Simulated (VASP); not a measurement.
SnSe, 2 atoms in the cell. Symmetry: Fm-3m, No. 225, cubic system. The conventional cell has a = 6.040 Å, b = 6.040 Å, c = 6.040 Å, α = 90.00°, β = 90.00°, γ = 90.00°. Within 4.0 Å of Sn (site symmetry m-3m) lie 6 Se at 3.02 Å. Within 4.0 Å of Se (site symmetry m-3m) lie 6 Sn at 3.02 Å.  This cell differs from its parent crystal: volume scaled by 1.01.

```yaml
Program: VASP 6.6.1
Task: single point
Functional: PBE
Potentials_or_basis: VASP PAW PBE potentials, release 64 (Sn_d, Se)
Cutoff: 520 eV
k_mesh: 9 × 9 × 9
Occupations: fermi-dirac, width 0.02 eV
Spin: no spin polarisation
Dipole_correction: no
Further_INCAR_settings: ALGO = Normal; EDIFF = 1e-06; NBANDS = 17
```

Potentials or basis: VASP PAW PBE potentials, release 64 (Sn_d, Se).

Command:

```console
$ cat potpaw_PBE.64/Sn_d/POTCAR potpaw_PBE.64/Se/POTCAR > POTCAR
$ mpirun -np 1 vasp_std > vasp.out
```

Hardware: 1 thread of Intel(R) Xeon(R) Platinum 8375C CPU @ 2.90GHz (Ice Lake) (shared host).

Question: How long does it take, and how much memory?

Answer: Run time: 16 s on 1 thread of Intel(R) Xeon(R) Platinum 8375C CPU @ 2.90GHz (Ice Lake) (shared host), peak memory 0.19 GiB. Counts: scf iterations 12, k points 35.
